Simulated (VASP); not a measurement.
Here is a VASP 6.6.1 calculation.

Contents of INCAR:

```
SYSTEM = RbLuSe2
PREC = Accurate ; ENCUT = 520
EDIFF = 1E-8 ; ISMEAR = -1
SIGMA = 0.03 ; LREAL = .False.
LASPH = .True. ; NELM = 80
ALGO = Normal ; ISIF = 2
LWAVE = .False. ; LCHARG = .False.
GGA = PS ; LEFG = .True.
NBANDS = 31
```

The input KPOINTS:

```
Automatic mesh
0
Gamma
  7 7 7
  0 0 0
```

Contents of POSCAR:

```
RbLuSe2
1.0
    2.0647010171      1.1920556880      7.8713300000
   -2.0647010171      1.1920556880      7.8713300000
    0.0000000000     -2.3841113760      7.8713300000
Rb Lu Se
1 1 2
Direct
    0.0000000000      0.0000000000      0.0000000000
    0.5000000000      0.5000000000      0.5000000000
    0.2317900000      0.2317900000      0.2317900000
    0.7682100000      0.7682100000      0.7682100000
```

Potentials or basis: VASP PAW PBE potentials, release 64 (Rb_sv, Lu, Se).

Command:

```bash
$ cat potpaw_PBE.64/Rb_sv/POTCAR potpaw_PBE.64/Lu/POTCAR potpaw_PBE.64/Se/POTCAR > POTCAR
$ mpirun -np 1 vasp_std > vasp.out
```

**Question.** What does it give for the pressure?

**Answer.** -0.9 GPa.

**Question.** Predict the largest force.

**Answer.** 0.145 eV/Å.

Electric field gradients, principal values (V/Å²):
```
atom   least  middle  greatest (by size)
1 Rb  22.135  22.135             -44.269
2 Lu  -8.862  -8.862              17.725
3 Se   3.796   3.796              -7.591
4 Se   3.796   3.796              -7.591
```

Caveat: without QUAD_EFG the Cq values of the log hold for a quadrupole moment of 1 mb, not for the nuclei; the PAW data sets were made with another functional, which shifts forces and pressure a little.
